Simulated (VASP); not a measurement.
Here is a VASP 6.6.1 calculation.

INCAR

```
PREC = Accurate
ENCUT = 520
EDIFF = 1E-7
ISMEAR = 0
SIGMA = 0.05
LREAL = Auto
LASPH = T
NELM = 80
ALGO = Normal
ISIF = 2
LWAVE = F
LCHARG = F
GGA = PE
NBANDS = 70
```

Contents of KPOINTS:

```
Automatic mesh
0
Gamma
  2 2 2
```

File POSCAR:

```
Al32H
1.0
    8.1000000000      0.0000000000      0.0000000000
    0.0000000000      8.1000000000      0.0000000000
    0.0000000000      0.0000000000      8.1000000000
Al H
32 1
Direct
    0.4995433333      0.0028816049      0.0008061728
    0.7470216049      0.2461659259      0.0027106173
    0.7514754321     -0.0001555556      0.2485822222
   -0.0012500000     -0.0017239506      0.0015376543
    0.2490062963      0.2506997531     -0.0009465432
    0.4981669136      0.5018045679     -0.0003743210
    0.7509923457      0.7484039506      0.0015960494
    0.2507230864      0.0028874074      0.2493780247
    0.4976669136      0.2497816049      0.2474909877
    0.7452881481      0.5018429630      0.2547527160
    0.4987676543     -0.0001561728      0.5014633333
    0.7525743210      0.2497802469      0.5025566667
    0.7507019753      0.0028712346      0.7492493827
   -0.0170814815      0.4917708642      0.0173780247
    0.2550049383      0.7536734568      0.0050464198
   -0.0023954321      0.2461151852      0.2530608642
    0.2496267901      0.5018037037      0.2480488889
    0.5006745679      0.7496341975      0.2504880247
   -0.0004665432      0.0028841975      0.5006750617
    0.2526492593      0.2461190123      0.4969949383
    0.5049524691      0.5018437037      0.4953018519
    0.7495764198      0.7496297531      0.4995707407
    0.2514904938     -0.0017248148      0.7485086420
    0.5032172840      0.2461702469      0.7473364198
    0.7520685185      0.5018067901      0.7504209877
   -0.0013100000      0.7484472840      0.2491274074
    0.0006096296      0.5017976543      0.5019904938
    0.2515580247      0.7484539506      0.5009180247
    0.0012320988      0.2506979012      0.7509924691
    0.2673000000      0.4917904938      0.7326719753
    0.4992458025      0.7484064198      0.7484479012
   -0.0047492593      0.7536537037      0.7449993827
    0.1250840741      0.5996548148      0.8750079012
```

Potentials or basis: VASP PAW PBE potentials, release 64 (Al, H).

Run with:

```console
$ cat potpaw_PBE.64/Al/POTCAR potpaw_PBE.64/H/POTCAR > POTCAR
$ mpirun -np 1 vasp_std > vasp.out
```

What does it give for the pressure?

0.9 GPa.

Predict the largest force.

0.213 eV/Å.

Estimate the band gap on the k mesh.

zero (an odd number of electrons rules out a gap without spin polarisation).

Forces in eV/Å, atoms in the order of the input:
```
Al  -0.003  0.015  0.020
Al   0.009 -0.037  0.012
Al   0.009  0.007 -0.008
Al   0.001 -0.011 -0.001
Al   0.004  0.001  0.003
Al  -0.014  0.016  0.006
Al   0.020 -0.027  0.005
Al   0.021  0.015 -0.002
Al  -0.009 -0.027 -0.008
Al   0.022  0.012 -0.022
Al  -0.008  0.008  0.008
Al   0.008 -0.027  0.008
Al   0.002  0.014 -0.021
Al   0.069  0.006 -0.066
Al   0.036  0.002  0.036
Al  -0.011 -0.036 -0.008
Al   0.007  0.016 -0.014
Al   0.005 -0.031  0.003
Al  -0.022  0.015  0.002
Al   0.012 -0.036  0.009
Al  -0.022  0.011  0.022
Al  -0.003 -0.030 -0.003
Al   0.000 -0.011  0.000
Al  -0.010 -0.036 -0.010
Al   0.014  0.017 -0.006
Al  -0.007 -0.029 -0.022
Al  -0.007  0.017  0.014
Al   0.006 -0.028  0.021
Al  -0.003  0.000 -0.003
Al  -0.068  0.006  0.068
Al  -0.021 -0.028 -0.005
Al  -0.037  0.002 -0.037
H    0.000  0.213  0.000
```

Caveat: the k points lie up to 0.39 Å⁻¹ apart, too coarse for converged energies and pressures of a metal.
